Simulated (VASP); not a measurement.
# NbH (Immm) in VASP: a series of runs

The runs below take NbH through single point, with PBEsol.

Program: VASP 6.6.1. These are calculated values, not measurements. Logs are shortened: lines on timing, memory, paths and dates and some standing lists are left out, and cuts for length are marked.

## (1) The cell of the first run

Symmetry: Immm, No. 71, orthorhombic system. The conventional cell has a = 3.051 Å, b = 3.156 Å, c = 4.060 Å, α = 90.00°, β = 90.00°, γ = 90.00°. Nb (site symmetry mmm) has 6 H at 2.03 to 2.19 Å within 2.7 Å. Within 2.7 Å of H (site symmetry mmm) lie 6 Nb at 2.03 to 2.19 Å.

## (2) Single point, PBEsol (uniaxial strain along a: -4.0 %, then relaxed in part)

INCAR

```
SYSTEM = NbH
ALGO = Normal
EDIFF = 1E-6
ENCUT = 520
GGA = PS
ISIF = 2
ISMEAR = 0
LASPH = .True.
LCHARG = .True.
LELF = .True.
LREAL = .False.
LVHAR = .True.
LWAVE = .False.
NBANDS = 22
NELM = 100
PREC = Accurate
SIGMA = 0.1
```

KPOINTS

```
k-points
0
Gamma
  14 14 12
  0 0 0
```

POSCAR

```
NbH
1.0
    3.0505489364      0.0000000000      0.0000000000
    0.0000000000      3.1556562989      0.0000000000
    0.0000000000      0.0000000000      4.0599171518
Nb H
2 2
Direct
    0.0000000000      0.0000000000      0.0000000000
    0.5000000000      0.5000000000      0.5000000000
    0.0000000000      0.0000000000      0.5000000000
    0.5000000000      0.5000000000      0.0000000000
```

Potentials or basis: VASP PAW PBE potentials, release 64 (Nb_sv, H).

Run with:

```bash
$ cat potpaw_PBE.64/Nb_sv/POTCAR potpaw_PBE.64/H/POTCAR > POTCAR
$ mpirun -np 1 vasp_std > vasp.out
```

OUTCAR:

```text
SYSTEM = NbH
   EDIFF = 1E-6
   ENCUT = 520
   GGA = PS
   ISIF = 2
   ISMEAR = 0
   LASPH = .True.
   LREAL = .False.
   NELM = 100
   PREC = Accurate

 ion  position               nearest neighbor table
   1  0.000  0.000  0.000-   2 2.99   2 2.99   2 2.99   2 2.99   2 2.99   2 2.99   2 2.99   2 2.99

   2  0.500  0.500  0.500-   1 2.99   1 2.99   1 2.99   1 2.99   1 2.99   1 2.99   1 2.99   1 2.99

   3  0.000  0.000  0.500-
   4  0.500  0.500  0.000-

  LATTYP: Found a simple orthorhombic cell.
 ALAT       =     3.0505489364
 B/A-ratio  =     1.0344552291
 C/A-ratio  =     1.3308808468

  Lattice vectors:

 A1 = (   3.0505489364,   0.0000000000,   0.0000000000)
 A2 = (   0.0000000000,   3.1556562989,   0.0000000000)
 A3 = (   0.0000000000,   0.0000000000,   4.0599171518)

Analysis of symmetry for initial positions (statically):
=====================================================================
 Subroutine PRICEL returns following result:

  LATTYP: Found a body centered orthorhombic cell.
 ALAT       =     3.0505489364
 B/A-ratio  =     1.0344552291
 C/A-ratio  =     1.3308808468

  Lattice vectors:

 A1 = (  -1.5252744682,  -1.5778281495,  -2.0299585759)
 A2 = (   1.5252744682,   1.5778281495,  -2.0299585759)
 A3 = (   1.5252744682,  -1.5778281494,   2.0299585759)

   2 primitive cells build up your supercell.

 Routine SETGRP: Setting up the symmetry group for a
 simple orthorhombic supercell.

 Subroutine GETGRP returns: Found  8 space group operations
 (whereof  8 operations were pure point group operations)
 out of a pool of  8 trial point group operations.

The static configuration has the point symmetry D_2h.

Analysis of symmetry for dynamics (positions and initial velocities):
=====================================================================
 Subroutine PRICEL returns following result:

  LATTYP: Found a body centered orthorhombic cell.
 ALAT       =     3.0505489364
 B/A-ratio  =     1.0344552291
 C/A-ratio  =     1.3308808468

  Lattice vectors:

 A1 = (  -1.5252744682,  -1.5778281495,  -2.0299585759)
 A2 = (   1.5252744682,   1.5778281495,  -2.0299585759)
 A3 = (   1.5252744682,  -1.5778281494,   2.0299585759)

[... 103 lines left out ...]
   ISPIN  =      1    spin polarized calculation?
   LNONCOLLINEAR =      F non collinear calculations
   LSORBIT =      F    spin-orbit coupling
   LASPH  =      T    aspherical Exc in radial PAW
   ENCUT  =  520.0 eV  38.22 Ry    6.18 a.u.   5.67  5.87  7.55*2*pi/ulx,y,z
   NELM   =    100;   NELMIN=  2; NELMDL= -5     # of ELM steps
   EDIFF  = 0.1E-05   stopping-criterion for ELM
   LREAL  =      F    real-space projection
   EDIFFG = 0.1E-04   stopping-criterion for IOM
   NSW    =      0    number of steps for IOM
   IBRION =     -1    ionic relax: 0-MD 1-quasi-New 2-CG
   NFREE  =      0    steps in history (QN), initial steepest desc. (CG)
   ISIF   =      2    stress and relaxation
   ISYM   =      2    0-nonsym 1-usesym 2-fastsym
   POTIM  = 0.5000    time-step for ionic-motion
   TEBEG  =    0.0;   TEEND  =   0.0 temperature during run
   PSTRESS=    0.0 pullay stress
   NELECT =      28.0000    total number of electrons
   NUPDOWN=      -1.0000    fix difference up-down
   EMIN   =  10.00;   EMAX   =-10.00  energy-range for DOS
   EFERMI =   0.00;   METHOD = LEGACY
   ISMEAR =     0;   SIGMA  =   0.10  broadening in eV -4-tet -1-fermi 0-gaus
   EFERMI_NEDOS =   21; number of points for ismear=-14 and -15
   IALGO  =     38    algorithm
   IMIX   =      4    mixing-type and parameters
     AMIX     =   0.40;   BMIX     =  1.00
     AMIX_MAG =   1.60;   BMIX_MAG =  1.00
  volume/ion in A,a.u.               =       9.77        65.94
  Fermi-wavevector in a.u.,A,eV,Ry     =   1.464870  2.768204 29.196000  2.145845
  Thomas-Fermi vector in A             =   2.580795
   LORBIT       =      0    0 simple, 1 ext, 2 COOP (PROOUT), +10 PAW based schemes
   GGA     = PS    functional components
   LHFCALC =     F    Hartree Fock is set to
   AEXX    =    0.0000 exact exchange contribution
   IVDW    =     0    specifies the selected vdW correction
   LEPSILON=     F    determine dielectric tensor
   LRPA    =     F    only Hartree local field effects (RPA)
 non-spin polarized calculation
 Gauss-broadening in eV      SIGMA  =   0.10
  energy-cutoff  :      520.00
  volume of cell :       39.08
 maximum number of plane-waves:      1076
 NGX is ok and might be reduce to    24
   NGX = 11   NGY = 11   NGZ = 15

 number of electron      27.9999999 magnetization

 Free energy of the ion-electron system (eV)
  ---------------------------------------------------
  ext. energy  EPLUGINS =         0.00000000
  ---------------------------------------------------
  free energy    TOTEN  =       -29.26351150 eV

  energy without entropy =      -29.25186315  energy(sigma->0) =      -29.25768733

 E-fermi :  11.4166     XC(G=0): -12.7703

 val. band max:       11.4154393060   @ k =   0.2143   0.0000   0.4167
 cond. band min:      11.4186921792   @ k =   0.1429   0.0714   0.2500
 fundamental gap:      0.0032528732
 Fermi energy:        11.4165681730

 k-point     1 :       0.0000    0.0000    0.0000
  band No.  band energies     occupation
      1     -43.3941      2.00000
      2     -43.1293      2.00000
      3     -19.9411      2.00000
      4     -19.4503      2.00000
      5     -19.3290      2.00000
      6     -18.9385      2.00000
[... 589 lines left out ...]
     21      20.5499      0.00000
     22      20.5499      0.00000

 [... further k-points ...]

------------------------ aborting loop because EDIFF is reached ----------------------------------------

  FORCE on cell =-STRESS in cart. coord.  units (eV):
  Direction    XX          YY          ZZ          XY          YZ          ZX
  --------------------------------------------------------------------------------------
  -------------------------------------------------------------------------------------
  Total        0.6339663     -0.1018100     -0.0952197     -0.0000000      0.0000000      0.0000000
  in kB       25.9891378     -4.1736518     -3.9034833     -0.0000000      0.0000000      0.0000000
  external PRESSURE =       5.9706675 kB  Pullay stress =       0.0000000 kB

 VOLUME and BASIS-vectors are now :
 -----------------------------------------------------------------------------
  energy-cutoff  :      520.00
  volume of cell :       39.08
      direct lattice vectors                 reciprocal lattice vectors
     3.050548936  0.000000000  0.000000000     0.327809854  0.000000000  0.000000000
     0.000000000  3.155656299  0.000000000     0.000000000  0.316891291  0.000000000
     0.000000000  0.000000000  4.059917152     0.000000000  0.000000000  0.246310445

 POSITION                                       TOTAL-FORCE (eV/Angst)
 -----------------------------------------------------------------------------------
      0.00000      0.00000      0.00000         0.000000     -0.000000     -0.000000
      1.52527      1.57783      2.02996        -0.000000      0.000000      0.000000
      0.00000      0.00000      2.02996         0.000000     -0.000000     -0.000000
      1.52527      1.57783      0.00000         0.000000     -0.000000     -0.000000
 -----------------------------------------------------------------------------------
    total drift:                                0.000000      0.000000     -0.000000

  FREE ENERGIE OF THE ION-ELECTRON SYSTEM (eV)
  ---------------------------------------------------
  free  energy   TOTEN  =       -29.2635115039 eV

  energy  without entropy=      -29.2518631543  energy(sigma->0) =      -29.25768733
```

stdout:

```text
POSCAR found type information on POSCAR NbH
 POSCAR found :  2 types and       4 ions
 scaLAPACK will be used
 -----------------------------------------------------------------------------
|                                                                             |
|                                                                             |
|     You enforced a specific xc type in the INCAR file but a different       |
|     I HOPE YOU KNOW WHAT YOU ARE DOING!                                     |
|                                                                             |
 -----------------------------------------------------------------------------

 LDA part: xc-table for (Slater+PW92), standard interpolation
 POSCAR, INCAR and KPOINTS ok, starting setup
 FFT: planning ... GRIDC
 FFT: planning ... GRID_SOFT
 FFT: planning ... GRID
 WAVECAR not read
 entering main loop
```

It took 1.8 min on 1 thread of Intel Xeon 6975P-C (Granite Rapids), shared host; peak memory 0.4 GiB.

What came out:

| Quantity | Value |
| --- | --- |
| Free energy | -29.2635 eV |
| Pressure | 0.6 GPa |
| Band gap on the k mesh | zero (bands 14 and 15 overlap by 2.47 eV) |

Levels at points of the mesh, in eV from the Fermi level:
| k point | band 10 | band 11 | band 12 | band 13 | band 14 | band 15 | band 16 | band 17 | band 18 | band 19 |
| --- | --- | --- | --- | --- | --- | --- | --- | --- | --- | --- |
| (0.00, 0.00, 0.00) | -8.24 | -3.66 | -0.72 | -0.24 | 0.33 | 1.56 | 2.37 | 3.30 | 4.03 | 4.80 |
| (0.50, 0.00, 0.00) | -6.62 | -2.40 | -2.40 | -1.32 | -1.32 | 0.04 | 0.04 | 1.70 | 1.70 | 5.21 |
| (0.00, 0.50, 0.00) | -6.77 | -2.54 | -2.54 | -1.23 | -1.23 | 0.53 | 0.53 | 1.95 | 1.95 | 4.58 |
| (0.50, 0.50, 0.00) | -8.20 | -3.45 | -3.45 | 1.91 | 1.91 | 3.75 | 3.75 | 4.45 | 4.45 | 5.15 |
| (0.00, 0.00, 0.50) | -7.60 | -2.07 | -2.07 | 0.14 | 0.14 | 0.91 | 0.91 | 1.27 | 1.27 | 2.65 |
| (0.50, 0.00, 0.50) | -4.70 | -4.43 | -4.43 | -1.47 | -1.47 | -0.24 | -0.24 | 4.04 | 4.04 | 4.37 |
| (0.00, 0.50, 0.50) | -4.86 | -4.41 | -4.41 | -0.99 | -0.99 | -0.44 | -0.44 | 3.56 | 3.56 | 4.50 |
| (0.50, 0.50, 0.50) | -6.74 | -1.77 | -1.77 | -1.53 | -1.53 | 1.07 | 1.07 | 4.37 | 4.37 | 6.91 |

Caveat: the cell differs from its parent crystal (uniaxial strain along a: -4.0 %, then relaxed in part); the PAW data sets were made with another functional, which shifts forces and pressure a little.

## (3) Single point, PBEsol (uniaxial strain along a: -2.0 %, then relaxed in part)

INCAR

```
  PREC = Accurate
  ENCUT = 520
  EDIFF = 1E-6
  ISMEAR = 0
  SIGMA = 0.1
  LREAL = False
  LASPH = True
  NELM = 100
  ALGO = Normal
  ISIF = 2
  LWAVE = False
  LCHARG = False
  GGA = PS
  NBANDS = 22
```

KPOINTS

```
regular mesh
0
Gamma
  14 14 12
```

POSCAR

```
NbH
1.0
    3.1141020392      0.0000000000      0.0000000000
    0.0000000000      3.1687670214      0.0000000000
    0.0000000000      0.0000000000      3.9711744878
Nb H
2 2
Direct
    0.0000000000      0.0000000000      0.0000000000
    0.5000000000      0.5000000000      0.5000000000
    0.0000000000      0.0000000000      0.5000000000
    0.5000000000      0.5000000000      0.0000000000
```

Potentials or basis: VASP PAW PBE potentials, release 64 (Nb_sv, H).

Run with:

```bash
$ cat potpaw_PBE.64/Nb_sv/POTCAR potpaw_PBE.64/H/POTCAR > POTCAR
$ mpirun -np 1 vasp_std > vasp.out
```

Wall time 90 s (1 thread of Intel Xeon 6975P-C (Granite Rapids), shared host); peak memory 0.4 GiB.

Results (log left out):

- Free energy: -29.2777 eV
- Pressure: 0.3 GPa
- Band gap on the k mesh: zero (bands 14 and 15 overlap by 2.12 eV)

Stress tensor (GPa, compression positive):
```
 1.83  0.00  0.00
 0.00 -0.42  0.00
 0.00  0.00 -0.41
```

Levels at points of the mesh, in eV from the Fermi level:
| k point | band 12 | band 13 | band 14 | band 15 | band 16 | band 17 |
| --- | --- | --- | --- | --- | --- | --- |
| (0.00, 0.00, 0.00) | -0.77 | -0.53 | 0.54 | 1.21 | 2.15 | 3.66 |
| (0.50, 0.00, 0.00) | -2.52 | -1.22 | -1.22 | 0.03 | 0.03 | 1.57 |
| (0.00, 0.50, 0.00) | -2.59 | -1.18 | -1.18 | 0.27 | 0.27 | 1.69 |
| (0.50, 0.50, 0.00) | -3.45 | 1.62 | 1.62 | 3.49 | 3.49 | 4.11 |
| (0.00, 0.00, 0.50) | -2.09 | 0.29 | 0.29 | 0.75 | 0.75 | 0.93 |
| (0.50, 0.00, 0.50) | -4.51 | -1.63 | -1.63 | -0.16 | -0.16 | 3.68 |
| (0.00, 0.50, 0.50) | -4.49 | -1.39 | -1.39 | -0.26 | -0.26 | 3.42 |
| (0.50, 0.50, 0.50) | -1.84 | -1.73 | -1.73 | 1.08 | 1.08 | 4.10 |

Caveat: the cell differs from its parent crystal (uniaxial strain along a: -2.0 %, then relaxed in part); the PAW data sets were made with another functional, which shifts forces and pressure a little.

## (4) Single point, PBEsol (uniaxial strain along a: +2.0 %, then relaxed in part)

INCAR

```
ALGO = Normal ; EDIFF = 1E-6
ENCUT = 520 ; GGA = PS
ISIF = 2 ; ISMEAR = 0
LASPH = True ; LCHARG = False
LREAL = False ; LWAVE = False
NBANDS = 22 ; NELM = 100
PREC = Accurate ; SIGMA = 0.1
```

KPOINTS

```
k-points
0
Gamma
  14 14 12
```

POSCAR

```
NbH
1.0
    3.2412082449      0.0000000000      0.0000000000
    0.0000000000      3.1607639057      0.0000000000
    0.0000000000      0.0000000000      3.8747369545
Nb H
2 2
Direct
    0.0000000000      0.0000000000      0.0000000000
    0.5000000000      0.5000000000      0.5000000000
    0.0000000000      0.0000000000      0.5000000000
    0.5000000000      0.5000000000      0.0000000000
```

Potentials or basis: VASP PAW PBE potentials, release 64 (Nb_sv, H).

Run with:

```bash
$ cat potpaw_PBE.64/Nb_sv/POTCAR potpaw_PBE.64/H/POTCAR > POTCAR
$ mpirun -np 1 vasp_std > vasp.out
```

OUTCAR:

```text
EDIFF = 1E-6
   ENCUT = 520
   GGA = PS
   ISIF = 2
   ISMEAR = 0
   LASPH = True
   LREAL = False
   NELM = 100
   PREC = Accurate

 ion  position               nearest neighbor table
   1  0.000  0.000  0.000-   3 1.94   3 1.94   2 2.98   2 2.98   2 2.98   2 2.98   2 2.98   2 2.98
                             2 2.98   2 2.98
   2  0.500  0.500  0.500-   4 1.94   4 1.94   1 2.98   1 2.98   1 2.98   1 2.98   1 2.98   1 2.98
                             1 2.98   1 2.98
   3  0.000  0.000  0.500-   1 1.94   1 1.94
   4  0.500  0.500  0.000-   2 1.94   2 1.94

  LATTYP: Found a simple orthorhombic cell.
 ALAT       =     3.1607639057
 B/A-ratio  =     1.0254509168
 C/A-ratio  =     1.2258862320

  Lattice vectors:

 A1 = (   0.0000000000,  -3.1607639057,   0.0000000000)
 A2 = (   3.2412082449,   0.0000000000,   0.0000000000)
 A3 = (   0.0000000000,   0.0000000000,   3.8747369545)

Analysis of symmetry for initial positions (statically):
=====================================================================
 Subroutine PRICEL returns following result:
[... 192 lines left out ...]

  energy without entropy =      -29.26157254  energy(sigma->0) =      -29.26688602

 E-fermi :  11.3970     XC(G=0): -12.6822

 val. band max:       11.3965712119   @ k =   0.0714   0.4286   0.0833
 cond. band min:      11.3982411792   @ k =   0.3571   0.0714   0.4167
 fundamental gap:      0.0016699673
 Fermi energy:        11.3970207679

 k-point     1 :       0.0000    0.0000    0.0000
  band No.  band energies     occupation
      1     -43.6799      2.00000
      2     -43.4060      2.00000
      3     -20.1996      2.00000
      4     -19.7842      2.00000
      5     -19.7031      2.00000
      6     -19.2647      2.00000
[... 589 lines left out ...]
     21      21.3081      0.00000
     22      21.3082      0.00000

 [... further k-points ...]

------------------------ aborting loop because EDIFF is reached ----------------------------------------

  FORCE on cell =-STRESS in cart. coord.  units (eV):
  Direction    XX          YY          ZZ          XY          YZ          ZX
  --------------------------------------------------------------------------------------
  -------------------------------------------------------------------------------------
  Total       -1.0705689     -0.0930640     -0.1001414      0.0000000      0.0000000      0.0000000
  in kB      -43.2099712     -3.7562195     -4.0418773      0.0000000      0.0000000      0.0000000
  external PRESSURE =     -17.0026893 kB  Pullay stress =       0.0000000 kB

 VOLUME and BASIS-vectors are now :
 -----------------------------------------------------------------------------
  energy-cutoff  :      520.00
  volume of cell :       39.70
      direct lattice vectors                 reciprocal lattice vectors
     3.241208245  0.000000000  0.000000000     0.308526921  0.000000000  0.000000000
     0.000000000  3.160763906  0.000000000     0.000000000  0.316379214  0.000000000
     0.000000000  0.000000000  3.874736954     0.000000000  0.000000000  0.258082035

 POSITION                                       TOTAL-FORCE (eV/Angst)
 -----------------------------------------------------------------------------------
      0.00000      0.00000      0.00000        -0.000000     -0.000000     -0.000000
      1.62060      1.58038      1.93737         0.000000      0.000000      0.000000
      0.00000      0.00000      1.93737        -0.000000     -0.000000     -0.000000
      1.62060      1.58038      0.00000        -0.000000     -0.000000     -0.000000
 -----------------------------------------------------------------------------------
    total drift:                                0.000000      0.000000     -0.000000

  FREE ENERGIE OF THE ION-ELECTRON SYSTEM (eV)
  ---------------------------------------------------
  free  energy   TOTEN  =       -29.2721995011 eV

  energy  without entropy=      -29.2615725432  energy(sigma->0) =      -29.26688602
```

OSZICAR:

```text
N       E                     dE             d eps       ncg     rms          rms(c)
DAV:   1     0.303849630934E+03    0.30385E+03   -0.15411E+04 19720   0.133E+03
DAV:   2    -0.103200264765E+02   -0.31417E+03   -0.30385E+03 22042   0.512E+02
DAV:   3    -0.302012014898E+02   -0.19881E+02   -0.19116E+02 37216   0.101E+02
DAV:   4    -0.310487377434E+02   -0.84754E+00   -0.83686E+00 26860   0.171E+01
DAV:   5    -0.311029604747E+02   -0.54223E-01   -0.54172E-01 33496   0.411E+00    0.118E+01
DAV:   6    -0.294385487173E+02    0.16644E+01   -0.25645E+00 28544   0.144E+01    0.384E+00
DAV:   7    -0.292653762458E+02    0.17317E+00   -0.84976E-01 33606   0.704E+00    0.133E+00
DAV:   8    -0.292730440048E+02   -0.76678E-02   -0.87903E-02 28310   0.241E+00    0.376E-01
DAV:   9    -0.292722983220E+02    0.74568E-03   -0.91484E-03 30510   0.856E-01    0.969E-02
DAV:  10    -0.292721989574E+02    0.99365E-04   -0.43371E-04 27068   0.203E-01    0.237E-02
DAV:  11    -0.292722009444E+02   -0.19870E-05   -0.41550E-05 31476   0.474E-02    0.703E-03
DAV:  12    -0.292721993936E+02    0.15508E-05   -0.26333E-06 21202   0.165E-02    0.282E-03
DAV:  13    -0.292721995011E+02   -0.10747E-06   -0.31871E-07 16108   0.614E-03
   1 F= -.29272200E+02 E0= -.29266886E+02  d E =-.106270E-01
```

Wall time 1.7 min (1 thread of Intel Xeon 6975P-C (Granite Rapids), shared host); peak memory 0.41 GiB.

Results:

| Item | Value |
| --- | --- |
| Free energy | -29.2722 eV |
| Pressure | -1.7 GPa |
| Band gap on the k mesh | zero (bands 14 and 15 overlap by 1.84 eV) |

Caveat: the cell differs from its parent crystal (uniaxial strain along a: +2.0 %, then relaxed in part); the PAW data sets were made with another functional, which shifts forces and pressure a little.

## (5) The runs side by side

```tsv
cell	gap on the mesh (eV)	pressure (GPa)
a = 3.051, b = 3.156, c = 4.060 Å, 4 atoms	none	0.6
a = 3.114, b = 3.169, c = 3.971 Å, 4 atoms	none	0.3
a = 3.241, b = 3.161, c = 3.875 Å, 4 atoms	none	-1.7
```

Alike in all rows: task single point; level PBEsol; potentials or basis VASP PAW PBE potentials, release 64 (Nb_sv, H); no spin polarisation; k mesh 14 × 14 × 12; cutoff (eV) 520; smearing gaussian 0.1 eV.

Caveats: the PAW data sets were made with another functional, which shifts forces and pressure a little.

Total energies depend on the potentials used, so only differences within one code and one set of settings carry meaning.
